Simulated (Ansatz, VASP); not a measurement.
## Sc in VASP and in Ansatz

```
Sc
1.0
    -1.91721    1.91721    1.71760
     1.91721   -1.91721    1.71760
     1.91721    1.91721   -1.71760
Sc
1
Direct
  0.00000 0.00000 0.00000
```

Alike in both runs: functional r2SCAN; dispersion rVV10; k mesh 10 × 10 × 10; occupations methfessel-paxton of order 1, width 0.05 eV; no spin polarisation.

|  | VASP | Ansatz |
| --- | --- | --- |
| version | VASP 6.6.1 | Ansatz 0.2.0 |
| potentials or method | VASP PAW PBE potentials, release 64 (Sc_sv) | Ansatz PAW |
| plane-wave cutoff (eV) | 520 | 500 |
| valence electrons in the cell | 11 | 11 |
| task | single point | electron localisation function |

```csv
,VASP,Ansatz,Ansatz less VASP
gap on the k mesh at the Fermi level (eV),none,none,-
pressure (GPa),-0.8,-1.0,-0.19
"traceless stress, the component that is largest in VASP (GPa)",1.66,1.66,+0.007
```

VASP's potentials were made for PBE, not for r2SCAN. A gap of «none» marks a metal or a gap that the smearing closes.
